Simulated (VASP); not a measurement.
Here is a VASP 6.6.1 calculation.

File INCAR:

```
SYSTEM = PbSe
PREC     = Accurate       ! precision mode
ENCUT    = 500            ! plane-wave cutoff, eV
EDIFF    = 1E-6           ! SCF threshold, eV
ISMEAR   = -1             ! smearing method
SIGMA    = 0.1            ! smearing width, eV
LREAL    = .False.        ! projectors in reciprocal space
LASPH    = .True.         ! aspherical terms in the spheres
NELM     = 120            ! most SCF steps
ALGO     = Normal         ! electronic algorithm
ISIF     = 2              ! what is computed and relaxed
LWAVE    = .False.        ! write WAVECAR
LCHARG   = .False.        ! write CHGCAR
GGA      = CA             ! functional
NBANDS   = 17             ! bands
GGA_COMPAT= .False.
```

Contents of KPOINTS:

```
regular mesh
0
Gamma
  6 6 6
  0 0 0
```

File POSCAR:

```
PbSe
1.0
    3.7843220000      0.0000000000      0.0000000000
    0.0000000000      3.7843220000      0.0000000000
    0.0000000000      0.0000000000      3.7843220000
Pb Se
1 1
Direct
    0.0000000000      0.0000000000      0.0000000000
    0.5000000000      0.5000000000      0.5000000000
```

Potentials or basis: VASP PAW LDA potentials, release 64 (Pb_d, Se).

Launch:

```console
$ cat potpaw_LDA.64/Pb_d/POTCAR potpaw_LDA.64/Se/POTCAR > POTCAR
$ mpirun -np 1 vasp_std > vasp.out
```

(1) What does it give for the band gap on the k mesh?

(2) Estimate the pressure.

## Answers

(1) zero (band 10 reaches 5.30 eV, above the bottom of band 11 at 4.52 eV).

(2) -4.7 GPa.

Caveat: spin-orbit coupling is left out, which moves the levels of the heavy elements.
